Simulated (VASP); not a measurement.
The system is PtS2.

```
Pt S
1.0
     3.47087    0.00000    0.00000
    -1.73543    3.00586    0.00000
     0.00000    0.00000    4.93594
Pt S
1 2
Direct
  0.00000 0.00000 0.00000
  0.66667 0.33333 0.77300
  0.33333 0.66667 0.22700
```

Program: VASP 6.6.1. Alike in all runs: task single point; no spin polarisation; cell as given; cutoff (eV) 520; smearing fermi-dirac 0.05 eV.

Task: Order these runs on this cell by their pressure, lowest first.
A. level r2SCAN; potentials or basis VASP PAW PBE potentials, release 64 (Pt, S); k mesh 7 × 7 × 5
B. level PBE; potentials or basis VASP PAW PBE potentials, release 64 (Pt, S); k mesh 7 × 7 × 5
C. level LDA; potentials or basis VASP PAW LDA potentials, release 64 (Pt, S); k mesh 9 × 9 × 5
D. level PBEsol; potentials or basis VASP PAW PBE potentials, release 64 (Pt, S); k mesh 9 × 9 × 5

Result: C (15.2 GPa), D (18.1 GPa), A (21.9 GPa), B (23.6 GPa).

Caveats: the PAW data sets were made with another functional, which shifts forces and pressure a little (some runs).
